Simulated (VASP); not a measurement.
Runs of VASP 6.6.1 on Sn. The structure is that of space group Im-3m (No. 229), or close to it. The cells are those of the table. 

| cell | gap on the mesh (eV) | pressure (GPa) |
| --- | --- | --- |
| a = 3.019 Å, angles 109.5°, 1 atom | none | (b) |
| a = 3.238 Å, angles 108.4, 108.4, 111.7°, 1 atom | none | -2.5 |
| a = 3.063 Å, angles 110.6, 110.6, 107.2°, 1 atom | none | (a) |
| a = 3.326 Å, angles 110.5, 110.5, 107.3°, 1 atom | none | -5.9 |
| a = 3.544 Å, angles 109.5°, 1 atom | none | -7.9 |
| a = 3.150 Å, angles 109.5°, 1 atom | none | 2.6 |
| a = 3.413 Å, angles 109.5°, 1 atom | none | (c) |
| a = 3.195 Å, angles 110.6, 110.6, 107.3°, 1 atom | none | -0.2 |
| a = 3.107 Å, angles 108.3, 108.3, 111.8°, 1 atom | none | 6.1 |
| a = 3.370 Å, angles 108.4, 108.4, 111.6°, 1 atom | none | -7.1 |

Alike in all rows: task single point; level PBEsol+D3(BJ); potentials or basis VASP PAW PBE potentials, release 64 (Sn_d); no spin polarisation; k mesh 18 × 18 × 18; cutoff (eV) 520; smearing gaussian 0.15 eV.

Question: Fill in the values left out.

Answer: (a) 10.4; (b) 15.3; (c) -7.8.

Caveats: the PAW data sets were made with another functional, which shifts forces and pressure a little; spin-orbit coupling is left out, which moves the levels of the heavy elements; pairwise dispersion overbinds metals, which lowers pressure and volume.

A k mesh can miss the band edges, and the runs leave out spin-orbit coupling on Sn.

A gap of «none» marks levels without a gap at the run's occupations.
